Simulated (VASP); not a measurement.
Wanted: the native input for a VASP 6.6.1 run.

| Quantity | Value |
| --- | --- |
| Task | single point |
| Functional | PBE |
| Potentials or basis | VASP PAW PBE potentials, release 64 (P) |
| Cutoff | 520 eV |
| k mesh | 4 × 4 × 4 |
| Occupations | gaussian, width 0.1 eV |
| Spin | no spin polarisation |
| Dipole correction | no |
| Further INCAR settings | ALGO = Normal; EDIFF = 1e-06; NBANDS = 18 |

The structure of P lies in POSCAR:

```
P
1.0
    4.0316947992      0.0000000000      0.0000000000
    0.0000000000      4.0316947992      0.0000000000
    0.0000000000      0.0000000000      4.0316947992
P
4
Direct
    0.8750678318      0.8750678318      0.8750678318
    0.6249321682      0.1249321682      0.3750678318
    0.1249321682      0.3750678318      0.6249321682
    0.3750678318      0.6249321682      0.1249321682
```

The cell was generated, and may not be a known phase.

One way to write it, as run:

INCAR

```
SYSTEM = P
PREC = Accurate ; ENCUT = 520
EDIFF = 1E-6 ; ISMEAR = 0
SIGMA = 0.1 ; LREAL = .False.
LASPH = .True. ; NELM = 80
ALGO = Normal ; ISIF = 2
LWAVE = .False. ; LCHARG = .False.
GGA = PE ; NBANDS = 18
```

KPOINTS

```
Automatic mesh
0
Gamma
  4 4 4
  0 0 0
```

Potentials or basis: VASP PAW PBE potentials, release 64 (P).

The run is started by

```bash
$ cat potpaw_PBE.64/P/POTCAR > POTCAR
$ mpirun -np 1 vasp_std > vasp.out
```

Results of the run:

The pressure is -0.2 GPa and the band gap on the k mesh is zero (bands 10 and 11 overlap by 5.15 eV).

Caveat: the k points lie up to 0.39 Å⁻¹ apart, too coarse for converged energies and pressures of a metal.

Run time: 5.5 s on 1 thread of AMD EPYC 9R45 96-Core Processor (Zen 5), with other jobs on the host, peak memory 0.12 GiB.
